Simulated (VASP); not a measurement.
Input of a VASP 6.6.1 run:

Contents of INCAR:

```
SYSTEM = GaPdC2N2
PREC     = Accurate       ! precision mode
ENCUT    = 520            ! plane-wave cutoff, eV
EDIFF    = 1E-7           ! SCF threshold, eV
ISMEAR   = 0              ! smearing method
SIGMA    = 0.1            ! smearing width, eV
LREAL    = .False.        ! projectors in reciprocal space
LASPH    = .True.         ! aspherical terms in the spheres
NELM     = 80             ! most SCF steps
ALGO     = Normal         ! electronic algorithm
ISIF     = 2              ! what is computed and relaxed
LWAVE    = .False.        ! write WAVECAR
LCHARG   = .True.         ! write CHGCAR
GGA      = PE             ! functional
LELF     = .True.         ! ELF
LVHAR    = .True.       
NBANDS   = 30             ! bands
```

KPOINTS

```
regular mesh
0
Gamma
  14 14 4
  0 0 0
```

Contents of POSCAR:

```
GaPdC2N2
1.0
    2.6184134524     -1.5118177959      0.0197452540
    2.6184134524      1.5118177959      0.0197452540
   -0.0796860995      0.0000000000     10.3435205839
Ga Pd C N
1 1 2 2
Direct
    0.0000000000      0.0000000000      0.0000000000
    0.0000000000      0.0000000000      0.5000000000
    0.9999053442      0.9999053442      0.8003493325
    0.0000946558      0.0000946558      0.1996506675
    0.9999433332      0.9999433332      0.6879092576
    0.0000566668      0.0000566668      0.3120907424
```

Potentials or basis: VASP PAW PBE potentials, release 64 (Ga_d, Pd, C, N).

Command:

```console
$ cat potpaw_PBE.64/Ga_d/POTCAR potpaw_PBE.64/Pd/POTCAR potpaw_PBE.64/C/POTCAR potpaw_PBE.64/N/POTCAR > POTCAR
$ mpirun -np 1 vasp_std > vasp.out
```

**Question.** Predict the largest force.

**Answer.** 0.435 eV/Å.

**Question.** What does it give for the pressure?

**Answer.** 0.4 GPa.

Stress tensor (GPa, compression positive):
```
-0.12  0.00 -0.01
 0.00 -0.12  0.00
-0.01  0.00  1.37
```
